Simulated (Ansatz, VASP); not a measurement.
Ta: VASP beside Ansatz

```
CELL_PARAMETERS angstrom
-1.60174 1.65128 1.65128
1.65128 -1.60174 1.65128
1.65128 1.65128 -1.60174
ATOMIC_POSITIONS crystal
Ta 0.00000 0.00000 0.00000
```

Change from the starting cell: equal xy, yz and zx shear strains of +3 %.

Alike in both runs: task single point; functional PBE; k mesh 17 × 17 × 17; occupations fermi-dirac, width 0.08 eV; no spin polarisation.

|  | VASP | Ansatz |
| --- | --- | --- |
| version | VASP 6.6.1 | Ansatz 0.2.0 |
| potentials or method | VASP PAW PBE potentials, release 64 (Ta_pv), cutoff 520 eV | all-electron LAPW, scalar-relativistic |

Ansatz gave:

```
pressure (GPa)                                                : 3.5
traceless stress, the component that is largest in VASP (GPa) : -2.37
```

Q: Estimate VASP's values.

A: Pressure (GPa): 3.6; traceless stress, the component that is largest in VASP (GPa): -2.40.

Ansatz ran all-electron here, and VASP with PAW potentials.

Neither program's run includes spin-orbit coupling.
